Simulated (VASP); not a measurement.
Write the native input for VASP 6.6.1 that does the following.

```yaml
Task: single point
Functional: r2SCAN
Potentials_or_basis: VASP PAW PBE potentials, release 64 (Sn_d, O)
Cutoff: 520 eV
k_mesh: 5 × 5 × 4
Occupations: fermi-dirac, width 0.1 eV
Spin: no spin polarisation
Dipole_correction: no
Further_INCAR_settings: ALGO = Normal; EDIFF = 1e-06; NBANDS = 28
```

SnO:

```
Sn O
1.0
     3.84940    0.00000    0.00000
     0.00000    3.84940    0.00000
     0.00000    0.00000    4.89400
Sn O
2 2
Direct
  0.50000 0.00000 0.23770
  0.00000 0.50000 0.76230
  0.00000 0.00000 0.00000
  0.50000 0.50000 0.00000
```

One way to write it, as run:

POSCAR

```
SnO
1.0
    3.8494000000      0.0000000000      0.0000000000
    0.0000000000      3.8494000000      0.0000000000
    0.0000000000      0.0000000000      4.8940000000
Sn O
2 2
Direct
    0.5000000000      0.0000000000      0.2377000000
    0.0000000000      0.5000000000      0.7623000000
    0.0000000000      0.0000000000      0.0000000000
    0.5000000000      0.5000000000      0.0000000000
```

INCAR.step1

```
ALGO = Normal ; EDIFF = 1E-4
ENCUT = 520 ; GGA = PE
ISMEAR = -1 ; LASPH = T
LCHARG = F ; LREAL = F
LWAVE = T ; NBANDS = 28
NELM = 80 ; PREC = Accurate
SIGMA = 0.1
```

INCAR.step2

```
ALGO = Normal ; EDIFF = 1E-6
ENCUT = 520 ; ISIF = 2
ISMEAR = -1 ; ISTART = 1
LASPH = T ; LCHARG = F
LMIXTAU = T ; LREAL = F
LWAVE = F ; METAGGA = R2SCAN
NBANDS = 28 ; NELM = 80
PREC = Accurate ; SIGMA = 0.1
```

KPOINTS

```
k-points
0
Gamma
  5 5 4
```

Potentials or basis: VASP PAW PBE potentials, release 64 (Sn_d, O).

The run is started by

```sh
$ cat potpaw_PBE.64/Sn_d/POTCAR potpaw_PBE.64/O/POTCAR > POTCAR
$ cp INCAR.step1 INCAR
$ mpirun -np 1 vasp_std > vasp.out
$ cp INCAR.step2 INCAR
$ mpirun -np 1 vasp_std > vasp.out
```

Results of the run:

The pressure is -2.6 GPa. The largest force is 0.441 eV/Å and the band gap on the k mesh is 0.73 eV, indirect (least direct gap 2.37 eV).

Caveat: the PAW data sets were made with another functional, which shifts forces and pressure a little; spin-orbit coupling is left out, which moves the levels of the heavy elements.

Wall time 2.2 min on 1 thread of Intel Xeon 6975P-C, with other jobs on the host, peak memory 0.19 GiB.
